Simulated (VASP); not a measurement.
A run of VASP 6.6.1:

INCAR

```
PREC     = Accurate       # precision mode
ENCUT    = 520            # plane-wave cutoff, eV
EDIFF    = 1E-7           # SCF threshold, eV
ISMEAR   = -1             # smearing method
SIGMA    = 0.08           # smearing width, eV
LREAL    = F              # projectors in reciprocal space
LASPH    = T              # aspherical terms in the spheres
NELM     = 60             # most SCF steps
ALGO     = Normal         # electronic algorithm
ISIF     = 2              # what is computed and relaxed
LWAVE    = F              # write WAVECAR
LCHARG   = T              # write CHGCAR
GGA      = PE             # functional
LELF     = T              # ELF
LVHAR    = T            
NBANDS   = 16             # bands
```

Contents of KPOINTS:

```
Automatic mesh
0
Gamma
  9 9 9
```

POSCAR

```
Rb
1.0
   -3.7562007427      3.7562007427      2.0259734699
    3.7562007427     -3.7562007427      2.0259734699
    3.7562007427      3.7562007427     -2.0259734699
Rb
2
Direct
   -0.3750000000     -0.1250000000     -0.2500000000
    0.3750000000      0.1250000000      0.2500000000
```

Potentials or basis: VASP PAW PBE potentials, release 64 (Rb_sv).

Command:

```console
$ cat potpaw_PBE.64/Rb_sv/POTCAR > POTCAR
$ mpirun -np 1 vasp_std > vasp.out
```

Hardware: 1 thread of AMD EPYC 9R45 96-Core Processor (Zen 5), on a shared host.

Question: How long does it take, and how much memory?

Answer: It took 60 s on 1 thread of AMD EPYC 9R45 96-Core Processor (Zen 5) (shared host), peak memory 0.28 GiB. Counts: scf iterations 13, k points 75.
